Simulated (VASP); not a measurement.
Runs of VASP 6.6.1 on B4Pd. The structure is that of space group P-6m2 (No. 187), or close to it. The cells are those of the table. 

```csv
task,cell,k mesh,cutoff (eV),gap on the mesh (eV),pressure (GPa),relaxed volume (Å³/atom),largest force (eV/Å)
relaxation of cell and atoms,"relaxed from a = 3.217, b = 3.217, c = 5.525 Å, angles 90.0, 90.0, 120.0°, 5 atoms",6 × 6 × 4,600,none,0.1,9.31,0.04
relaxation of cell and atoms,"relaxed from a = 3.009, b = 3.009, c = 5.945 Å, angles 90.0, 90.0, 120.0°, 5 atoms",12 × 12 × 6,600,none,0.0,9.32,-
single point,"a = 3.217, b = 3.217, c = 5.525 Å, angles 90.0, 90.0, 120.0°, 5 atoms",6 × 6 × 4,520,none,(a),-,(b)
single point,"a = 3.009, b = 3.009, c = 5.945 Å, angles 90.0, 90.0, 120.0°, 5 atoms",6 × 6 × 4,520,none,0.0,-,0.02
single point,"a = 3.011, b = 3.011, c = 5.935 Å, angles 90.0, 90.0, 120.0°, 5 atoms",12 × 12 × 6,520,none,0.0,-,0.01
```

Alike in all rows: level PBE; potentials or basis VASP PAW PBE potentials, release 64 (B, Pd); no spin polarisation; smearing gaussian 0.1 eV.

Question: Estimate the missing entries.

Answer: (a) 7.4; (b) 14.39.

Caveats: some runs use coarse meshes; forces of over 1 eV/Å act on the atoms, so gaps and moduli don't describe the material at rest (some runs).

A k mesh can miss the band edges, and the runs leave out spin-orbit coupling on Pd.

A gap of «none» marks levels without a gap at the run's occupations.
